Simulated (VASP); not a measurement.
# C2N (P-1) in VASP: a series of runs

C2N is run at these levels: PBE; tasks: relaxation of cell and atoms, single point.

Everything below comes from runs of VASP 6.6.1. Logs are shortened: lines on timing, memory, paths and dates and some standing lists are left out, and cuts for length are marked.

## Step 1: The cell of the first run

The typed cell holds 6 atoms: a = 2.328 Å, b = 2.796 Å, c = 3.481 Å, α = 70.41°, β = 78.95°, γ = 86.47°.

The cell was built from a structure type or drawn by symmetry, and may not be a known phase.

## Step 2: Relaxation of cell and atoms, PBE

Contents of INCAR:

```
ALGO = Normal ; EDIFF = 1E-6
EDIFFG = -0.04 ; ENCUT = 600
GGA = PE ; IBRION = 2
ISIF = 3 ; ISMEAR = 0
LASPH = T ; LCHARG = F
LREAL = F ; LWAVE = F
NELM = 100 ; NSW = 90
PREC = Accurate ; SIGMA = 0.1
```

Contents of KPOINTS:

```
k-points
0
Gamma
  8 6 6
```

Contents of POSCAR:

```
C2N
1.0
    2.3277907800      0.0000000000      0.0000000000
    0.1723708100      2.7907859800      0.0000000000
    0.6671719600      1.1283629100      3.2251458900
C N
4 2
Direct
    0.2805090000      0.2817679900      0.8184990300
    0.7935289700      0.5222669800      0.6717619900
    0.2064710300      0.4777330200      0.3282380100
    0.7194910000      0.7182320100      0.1815009700
    0.8716260200      0.9803190200      0.7543720000
    0.1283739800      0.0196809800      0.2456280000
```

Potentials or basis: VASP PAW PBE potentials, release 64 (C, N).

On the command line:

```
$ cat potpaw_PBE.64/C/POTCAR potpaw_PBE.64/N/POTCAR > POTCAR
$ mpirun -np 1 vasp_std > vasp.out
```

OUTCAR:

```text
EDIFF = 1E-6
   EDIFFG = -0.04
   ENCUT = 600
   GGA = PE
   IBRION = 2
   ISIF = 3
   ISMEAR = 0
   LASPH = T
   LREAL = F
   NELM = 100
   NSW = 90
   PREC = Accurate

 ion  position               nearest neighbor table
   1  0.281  0.282  0.818-   2 1.33   2 1.38   5 1.40   6 1.40   5 1.59   3 1.65   3 2.00   4 2.02
                             4 2.02
   2  0.794  0.522  0.672-   1 1.33   1 1.38   3 1.42   5 1.43   5 1.45   4 1.65   6 1.75   4 2.00
                             3 2.02
   3  0.206  0.478  0.328-   4 1.33   4 1.38   2 1.42   6 1.43   6 1.45   1 1.65   5 1.75   1 2.00
                             2 2.02
   4  0.719  0.718  0.182-   3 1.33   3 1.38   6 1.40   5 1.40   6 1.59   2 1.65   2 2.00   1 2.02
                             1 2.02
   5  0.872  0.980  0.754-   1 1.40   4 1.40   2 1.43   2 1.45   1 1.59   6 1.73   3 1.75
   6  0.128  0.020  0.246-   4 1.40   1 1.40   3 1.43   3 1.45   4 1.59   5 1.73   2 1.75

  LATTYP: Found a triclinic cell.
 ALAT       =     2.3277907800
 B/A-ratio  =     2.7064853433
 C/A-ratio  =     1.6320208090
 COS(alpha) =     0.0011311411
 COS(beta)  =     0.4371196399
 COS(gamma) =     0.8175039846

  Lattice vectors:

 A1 = (   2.3277907800,   0.0000000000,   0.0000000000)
 A2 = (   5.1503827100,  -1.6624230700,   3.2251458900)
 A3 = (   1.6606188200,  -1.1283629100,  -3.2251458900)

Analysis of symmetry for initial positions (statically):
=====================================================================
 Subroutine PRICEL returns:
 Original cell was already a primitive cell.

 Routine SETGRP: Setting up the symmetry group for a
 triclinic supercell.

 Subroutine GETGRP returns: Found  2 space group operations
 (whereof  2 operations were pure point group operations)
 out of a pool of  2 trial point group operations.

The static configuration has the point symmetry S_2 .

Analysis of symmetry for dynamics (positions and initial velocities):
=====================================================================
 Subroutine PRICEL returns:
 Original cell was already a primitive cell.

 Routine SETGRP: Setting up the symmetry group for a
 triclinic supercell.

 Subroutine GETGRP returns: Found  2 space group operations
 (whereof  2 operations were pure point group operations)
 out of a pool of  2 trial point group operations.

The dynamic configuration has the point symmetry S_2 .

 Subroutine INISYM returns: Found  2 space group operations
 (whereof  2 operations are pure point group operations),
 and found     1 'primitive' translations

----------------------------------------------------------------------------------------

                                     Primitive cell

  volume of cell :      20.9517

  direct lattice vectors                    reciprocal lattice vectors
     2.327790780  0.000000000  0.000000000     0.429591873 -0.026533421 -0.079584717
     0.172370810  2.790785980  0.000000000     0.000000000  0.358321995 -0.125364018
     0.667171960  1.128362910  3.225145890     0.000000000  0.000000000  0.310063493

  length of vectors
     2.327790780  2.796104090  3.481362850     0.437706439  0.379619269  0.310063493

  position of ions in fractional coordinates (direct lattice)
     0.280509000  0.281767990  0.818499030
     0.793528970  0.522266980  0.671761990
     0.206471030  0.477733020  0.328238010
     0.719491000  0.718232010  0.181500970
     0.871626020  0.980319020  0.754372000
     0.128373980  0.019680980  0.245628000

  ion indices of the primitive-cell ions
   primitive index   ion index
                 1           1
                 2           2
                 3           3
                 4           4
                 5           5
                 6           6

----------------------------------------------------------------------------------------

 KPOINTS: k-points

Automatic generation of k-mesh.
 Grid dimensions read from file:
 generate k-points for:    8    6    6

 Generating k-lattice:

  Cartesian coordinates                     Fractional coordinates (reciprocal lattice)
     0.053698984 -0.003316678 -0.009948090     0.125000000  0.000000000  0.000000000
     0.000000000  0.059720333 -0.020894003     0.000000000  0.166666667  0.000000000
     0.000000000  0.000000000  0.051677249     0.000000000  0.000000000  0.166666667

  Length of vectors
     0.054713305  0.063269878  0.051677249

  Shift w.r.t. Gamma in fractional coordinates (k-lattice)
     0.000000000  0.000000000  0.000000000

 Subroutine IBZKPT returns following result:
 ===========================================

 Found    148 irreducible k-points:

 Following reciprocal coordinates:
            Coordinates               Weight
  0.000000  0.000000  0.000000      1.000000
  0.125000  0.000000  0.000000      2.000000
  0.250000  0.000000  0.000000      2.000000
  0.375000 -0.000000 -0.000000      2.000000
  0.500000  0.000000  0.000000      1.000000
  0.000000  0.166667  0.000000      2.000000
[... 16 lines left out ...]
  0.125000  0.500000 -0.000000      2.000000
  0.250000  0.500000 -0.000000      2.000000
 [... further k-points ...]
   k-points           NKPTS =    148   k-points in BZ     NKDIM =    148   number of bands    NBANDS=     17
   number of dos      NEDOS =    301   number of ions     NIONS =      6
   total plane-waves  NPLWV =  13440
   dimension x,y,z NGX =    20 NGY =   24 NGZ =   28
   dimension x,y,z NGXF=    40 NGYF=   48 NGZF=   56
   ions per type =               4   2
   NGX,Y,Z   is equivalent  to a cutoff of  14.28, 14.27, 13.37 a.u.
   NGXF,Y,Z  is equivalent  to a cutoff of  28.57, 28.54, 26.74 a.u.
 SYSTEM =  unknown system
   PREC   = accura    normal or accurate (medium, high low for compatibility)
   ISTART =      0    job   : 0-new  1-cont  2-samecut
   ICHARG =      2    charge: 1-file 2-atom 10-const
   ISPIN  =      1    spin polarized calculation?
   LNONCOLLINEAR =      F non collinear calculations
   LSORBIT =      F    spin-orbit coupling
   LASPH  =      T    aspherical Exc in radial PAW
   ENCUT  =  600.0 eV  44.10 Ry    6.64 a.u.   4.65  5.58  6.95*2*pi/ulx,y,z
   NELM   =    100;   NELMIN=  2; NELMDL= -5     # of ELM steps
   EDIFF  = 0.1E-05   stopping-criterion for ELM
   LREAL  =      F    real-space projection
   EDIFFG = -.4E-01   stopping-criterion for IOM
   NSW    =     90    number of steps for IOM
   IBRION =      2    ionic relax: 0-MD 1-quasi-New 2-CG
   NFREE  =      1    steps in history (QN), initial steepest desc. (CG)
   ISIF   =      3    stress and relaxation
   ISYM   =      2    0-nonsym 1-usesym 2-fastsym
   POTIM  = 0.5000    time-step for ionic-motion
   TEBEG  =    0.0;   TEEND  =   0.0 temperature during run
   PSTRESS=    0.0 pullay stress
   NELECT =      26.0000    total number of electrons
   NUPDOWN=      -1.0000    fix difference up-down
   EMIN   =  10.00;   EMAX   =-10.00  energy-range for DOS
   EFERMI =   0.00;   METHOD = LEGACY
   ISMEAR =     0;   SIGMA  =   0.10  broadening in eV -4-tet -1-fermi 0-gaus
   EFERMI_NEDOS =   21; number of points for ismear=-14 and -15
   IALGO  =     38    algorithm
   IMIX   =      4    mixing-type and parameters
     AMIX     =   0.40;   BMIX     =  1.00
     AMIX_MAG =   1.60;   BMIX_MAG =  1.00
  volume/ion in A,a.u.               =       3.49        23.56
  Fermi-wavevector in a.u.,A,eV,Ry     =   1.759244  3.324489 42.109192  3.094938
  Thomas-Fermi vector in A             =   2.828244
   LORBIT       =      0    0 simple, 1 ext, 2 COOP (PROOUT), +10 PAW based schemes
   GGA     = PE    functional components
   LHFCALC =     F    Hartree Fock is set to
   AEXX    =    0.0000 exact exchange contribution
   IVDW    =     0    specifies the selected vdW correction
   LEPSILON=     F    determine dielectric tensor
   LRPA    =     F    only Hartree local field effects (RPA)
 conjugate gradient relaxation of ions
 non-spin polarized calculation
 Gauss-broadening in eV      SIGMA  =   0.10
  energy-cutoff  :      600.00
  volume of cell :       20.95
 maximum number of plane-waves:       712
   NGX =  9   NGY = 11   NGZ = 13

--------------------------------------- Ionic step        1  -------------------------------------------

 number of electron      26.0000000 magnetization

 Free energy of the ion-electron system (eV)
  ---------------------------------------------------
  ext. energy  EPLUGINS =         0.00000000
  ---------------------------------------------------
  free energy    TOTEN  =       -18.03499081 eV

  energy without entropy =      -18.02883435  energy(sigma->0) =      -18.03191258

------------------------ aborting loop because EDIFF is reached ----------------------------------------

  FORCE on cell =-STRESS in cart. coord.  units (eV):
  Direction    XX          YY          ZZ          XY          YZ          ZX
  --------------------------------------------------------------------------------------
  -------------------------------------------------------------------------------------
  Total       61.5348101     80.0363211     70.9892493     -0.2862997     -6.5413431     -2.3398339
  in kB     4705.5631450   6120.3725553   5428.5435374    -21.8933176   -500.2161073   -178.9269513
  external PRESSURE =    5418.1597459 kB  Pullay stress =       0.0000000 kB
[... 2045 lines left out ...]
      3      -8.3102      2.00000
      4      -4.6074      2.00000
      5      -3.2851      2.00000
      6      -1.0929      2.00000
[... 9 lines left out ...]
     16      14.7989      0.00000
     17      16.5373      0.00000

 [... further k-points ...]

[... ionic steps 4 to 63 ...]

--------------------------------------- Ionic step       64  -------------------------------------------

 number of electron      26.0000000 magnetization

------------------------ aborting loop because EDIFF is reached ----------------------------------------

  FORCE on cell =-STRESS in cart. coord.  units (eV):
  Direction    XX          YY          ZZ          XY          YZ          ZX
  --------------------------------------------------------------------------------------
  -------------------------------------------------------------------------------------
  Total        0.0996117      0.0383012      0.0699837     -0.1062039     -0.0770614      0.0506177
  in kB        4.3617858      1.6771294      3.0644384     -4.6504441     -3.3743526      2.2164408
  external PRESSURE =       3.0344512 kB  Pullay stress =       0.0000000 kB
[... 65 lines left out ...]
  energy  without entropy=      -49.0163275447  energy(sigma->0) =      -49.01632756

--------------------------------------- Ionic step       66  -------------------------------------------

 number of electron      26.0000000 magnetization

 Free energy of the ion-electron system (eV)
  ---------------------------------------------------
  ext. energy  EPLUGINS =         0.00000000
  ---------------------------------------------------
  free energy    TOTEN  =       -49.01665720 eV

  energy without entropy =      -49.01665716  energy(sigma->0) =      -49.01665718

 E-fermi :  11.6891     XC(G=0): -12.7178

 val. band max:       11.3863174409   @ k =   0.0000   0.5000   0.0000
 cond. band min:      12.0030229502   @ k =   0.0000   0.3333   0.5000
 fundamental gap:      0.6167055094
 Fermi energy:        11.6891437984

 k-point     1 :       0.0000    0.0000    0.0000
  band No.  band energies     occupation
      1     -14.8172      2.00000
      2      -8.7176      2.00000
      3      -7.5596      2.00000
      4      -5.0726      2.00000
      5      -3.0760      2.00000
      6      -0.8633      2.00000
[... 504 lines left out ...]
  FREE ENERGIE OF THE ION-ELECTRON SYSTEM (eV)
  ---------------------------------------------------
  free  energy   TOTEN  =       -49.0166571976 eV

  energy  without entropy=      -49.0166571561  energy(sigma->0) =      -49.01665718

 reached required accuracy - stopping structural energy minimisation
```

Run time: 15 min. Hardware: 1 thread of Intel Xeon 6975P-C (Granite Rapids), shared host; peak memory 0.2 GiB.

What came out:

```
Free energy                           : -49.0167 eV
Relaxed volume                        : 6.10 Å³/atom
Relaxed cell                          : a = 2.599 Å, b = 3.590 Å, c = 4.422 Å, α = 77.66°, β = 71.57°, γ = 70.41°
Space group after relaxing (to 0.1 Å) : P-1 (No. 2)
Pressure after relaxing               : 0.1 GPa
Largest force after relaxing          : 0.027 eV/Å
Band gap on the k mesh                : 0.62 eV (least direct gap 1.77 eV)
```

Forces on the atoms (eV/Å):
```
C    0.024  0.003 -0.012
C    0.008  0.006 -0.002
C   -0.008 -0.006  0.002
C   -0.024 -0.003  0.012
N   -0.002 -0.019  0.020
N    0.002  0.019 -0.020
```

Final structure:
```xyz
6
Lattice="2.5750 0.3352 0.1085 0.7768 3.4858 -0.3695 1.0851 1.1686 4.1240" Properties=species:S:1:pos:R:3 pbc="T T T"
C     2.2585    1.8969    3.2950
C     3.4726    2.6853    2.7344
C     0.9643    2.3043    1.1287
C     2.1784    3.0926    0.5681
N     3.3993    4.0254    3.2570
N     1.0377    0.9642    0.6061
```

Caveat: the volume moved by over 15 % at a fixed basis, so the end points are rough. A k mesh can miss the band edges.

## Step 3: Single point, PBE, collinear spin, ferromagnetic start

Contents of INCAR:

```
SYSTEM = C2N
PREC = Accurate
ENCUT = 520
EDIFF = 1E-6
ISMEAR = 0
SIGMA = 0.1
LREAL = .FALSE.
LASPH = .TRUE.
NELM = 150
ALGO = Normal
ISIF = 2
LWAVE = .FALSE.
LCHARG = .FALSE.
ISPIN = 2
MAGMOM = 1 1 1 1 1 1
LORBIT = 11
GGA = PE
NBANDS = 26
```

Contents of KPOINTS:

```
Automatic mesh
0
G
  8 6 6
  0 0 0
```

POSCAR is that of step 2.

Potentials or basis: VASP PAW PBE potentials, release 64 (C, N).

On the command line:

```
$ cat potpaw_PBE.64/C/POTCAR potpaw_PBE.64/N/POTCAR > POTCAR
$ mpirun -np 1 vasp_std > vasp.out
```

Wall time 71 s (1 thread of Intel Xeon 6975P-C (Granite Rapids), shared host); peak memory 0.22 GiB.

The run converged. Its results:

- Free energy: -18.0072 eV
- Pressure: 542.7 GPa
- Largest force: 15.498 eV/Å
- Band gap on the k mesh: zero (filled and empty bands overlap)
- Net moment: 0.00 μB per cell
- Valence electrons inside the program's atomic spheres: C 2.94, 3.05 (each value once); N 4.26

Forces on the atoms (eV/Å):
```
C    -2.191   1.152   3.454
C     1.781   4.431   6.006
C    -1.781  -4.431  -6.006
C     2.191  -1.152  -3.454
N    -3.599 -13.664   6.366
N     3.599  13.664  -6.366
```

Stress tensor (GPa, compression positive):
```
471.50  -2.06 -17.88
 -2.06 613.01 -50.03
-17.88 -50.03 543.66
```

Levels at points of the mesh, in eV from the Fermi level:
Spin up:
```tsv
k point	band 11	band 12	band 13	band 14	band 15	band 16
(0.00, 0.00, 0.00)	-4.60	-3.26	-2.87	0.63	4.18	5.58
(0.50, 0.00, 0.00)	-7.27	-6.10	-4.72	-1.32	3.09	5.73
(0.00, 0.50, 0.00)	-4.98	-4.56	-2.13	0.56	2.53	4.67
(0.50, 0.50, 0.00)	-7.53	-1.11	1.97	2.37	5.66	6.18
(0.00, 0.00, 0.50)	-7.79	-4.38	-1.39	-0.35	1.91	2.00
(0.50, 0.00, 0.50)	-7.16	-5.54	-5.01	-0.20	1.57	4.16
(0.00, 0.50, 0.50)	-4.94	-3.43	-3.05	-1.56	3.21	5.30
(0.50, 0.50, 0.50)	-3.14	0.90	1.09	3.66	4.15	6.62
```
Spin down:
```tsv
k point	band 10	band 11	band 12	band 13	band 14	band 15	band 16	band 17
(0.00, 0.00, 0.00)	-5.05	-4.60	-3.26	-2.87	0.63	4.18	5.58	6.40
(0.50, 0.00, 0.00)	-9.87	-7.27	-6.10	-4.72	-1.32	3.09	5.73	9.53
(0.00, 0.50, 0.00)	-5.25	-4.98	-4.56	-2.13	0.56	2.53	4.67	5.75
(0.50, 0.50, 0.00)	-9.00	-7.53	-1.11	1.97	2.37	5.66	6.18	7.96
(0.00, 0.00, 0.50)	-8.52	-7.79	-4.38	-1.39	-0.35	1.91	2.00	6.60
(0.50, 0.00, 0.50)	-8.00	-7.16	-5.54	-5.01	-0.20	1.57	4.16	5.63
(0.00, 0.50, 0.50)	-5.87	-4.94	-3.43	-3.05	-1.56	3.21	5.30	5.62
(0.50, 0.50, 0.50)	-9.01	-3.14	0.90	1.09	3.66	4.15	6.62	7.25
```

Caveat: the k points lie up to 0.40 Å⁻¹ apart, too coarse for converged energies and pressures of a metal; forces of over 1 eV/Å act on the atoms, so gaps and moduli don't describe the material at rest.

## Step 4: Single point, PBE

This run uses another cell than the first one, of 6.31 Å³/atom.

Contents of INCAR:

```
SYSTEM = C2N
ALGO     = Normal         ! electronic algorithm
EDIFF    = 1E-6           ! SCF threshold, eV
ENCUT    = 520            ! plane-wave cutoff, eV
GGA      = PE             ! functional
ISIF     = 2              ! what is computed and relaxed
ISMEAR   = 0              ! smearing method
LASPH    = .TRUE.         ! aspherical terms in the spheres
LCHARG   = .FALSE.        ! write CHGCAR
LREAL    = .FALSE.        ! projectors in reciprocal space
LWAVE    = .FALSE.        ! write WAVECAR
NBANDS   = 22             ! bands
NELM     = 60             ! most SCF steps
PREC     = Accurate       ! precision mode
SIGMA    = 0.02           ! smearing width, eV
```

Contents of KPOINTS:

```
k-points
0
G
  14 10 8
  0 0 0
```

Contents of POSCAR:

```
C2N
1.0
    2.6342562374     -0.0002028173      0.0004091152
    1.3161640620      3.4095250938     -0.0000663762
    1.2288115681      0.4039760409      4.2159085093
C N
4 2
Direct
    0.9944218043      0.2226621420      0.8067737940
    0.4411126612      0.4494771890      0.6787335822
    0.5588873388      0.5505228110      0.3212664178
    0.0055781957      0.7773378580      0.1932262060
    0.1429139222      0.7972126299      0.8463402558
    0.8570860778      0.2027873701      0.1536597442
```

On the command line:

```
$ cat potpaw_PBE.64/C/POTCAR potpaw_PBE.64/N/POTCAR > POTCAR
$ mpirun -np 1 vasp_std > vasp.out
```

Wall time 3.2 min (1 thread of Intel Xeon 6975P-C (Granite Rapids), shared host); peak memory 0.43 GiB.

The run converged. Its results:

- Free energy: -49.6682 eV
- Pressure: 0.6 GPa
- Largest force: 0.072 eV/Å
- Band gap on the k mesh: 0.40 eV (least direct gap 1.58 eV)

Forces in eV/Å, atoms in the order of the input:
```
C    0.006  0.028 -0.066
C   -0.009 -0.011 -0.003
C    0.009  0.011  0.003
C   -0.006 -0.028  0.066
N    0.008 -0.019 -0.037
N   -0.008  0.019  0.037
```

Stress tensor (GPa, compression positive):
```
 0.00 -0.02 -0.01
-0.02  0.81  0.06
-0.01  0.06  0.96
```

Levels at points of the mesh, in eV from the valence-band top:
| k point | band 9 | band 10 | band 11 | band 12 | band 13 | band 14 | band 15 | band 16 | band 17 | band 18 |
| --- | --- | --- | --- | --- | --- | --- | --- | --- | --- | --- |
| (0.00, 0.00, 0.00) | -7.70 | -7.33 | -6.62 | -4.95 | -2.58 | 1.70 | 3.07 | 3.68 | 4.76 | 6.37 |
| (0.50, 0.00, 0.00) | -9.70 | -9.51 | -6.87 | -5.13 | -3.87 | 2.36 | 3.52 | 4.62 | 4.62 | 5.77 |
| (0.00, 0.50, 0.00) | -7.78 | -7.01 | -4.67 | -2.02 | 0.00 | 1.83 | 2.04 | 2.85 | 2.87 | 4.92 |
| (0.50, 0.50, 0.00) | -10.09 | -9.71 | -8.47 | -5.51 | -5.29 | 2.01 | 3.45 | 4.39 | 4.85 | 6.22 |
| (0.00, 0.00, 0.50) | -8.05 | -7.07 | -6.51 | -3.67 | -2.39 | 1.67 | 2.38 | 2.59 | 4.29 | 4.62 |
| (0.50, 0.00, 0.50) | -10.41 | -9.17 | -8.11 | -5.33 | -5.31 | 2.27 | 3.73 | 4.60 | 5.59 | 5.97 |
| (0.00, 0.50, 0.50) | -8.26 | -7.52 | -6.03 | -2.11 | -1.37 | 0.47 | 1.75 | 2.97 | 3.51 | 3.93 |
| (0.50, 0.50, 0.50) | -9.73 | -8.93 | -7.08 | -5.30 | -4.08 | 1.76 | 3.89 | 4.17 | 4.41 | 4.61 |

A k mesh can miss the band edges.

## Step 5: Summary

| task | spin | cell | k mesh | cutoff (eV) | smearing | gap on the mesh (eV) | pressure (GPa) | largest force (eV/Å) |
| --- | --- | --- | --- | --- | --- | --- | --- | --- |
| relaxation of cell and atoms | off | relaxed from a = 2.328, b = 2.796, c = 3.481 Å, angles 70.4, 79.0, 86.5°, 6 atoms, atomic positions A | 8 × 6 × 6 | 600 | gaussian 0.1 eV | 0.62 | 0.1 | 0.03 |
| single point | collinear, ferromagnetic start | a = 2.328, b = 2.796, c = 3.481 Å, angles 70.4, 79.0, 86.5°, 6 atoms, atomic positions A | 8 × 6 × 6 | 520 | gaussian 0.1 eV | none | 542.7 | 15.50 |
| single point | off | a = 2.634, b = 3.655, c = 4.410 Å, angles 79.3, 73.8, 68.9°, 6 atoms, atomic positions B | 14 × 10 × 8 | 520 | gaussian 0.02 eV | 0.40 | 0.6 | 0.07 |

Alike in all rows: level PBE; potentials or basis VASP PAW PBE potentials, release 64 (C, N).

Caveats: some runs use coarse meshes; the volume moved by over 15 % at a fixed basis, so the end points are rough (at least some runs); forces of over 1 eV/Å act on the atoms, so gaps and moduli don't describe the material at rest (at least some runs).

Total energies depend on the potentials used, so only differences within one code and one set of settings carry meaning.
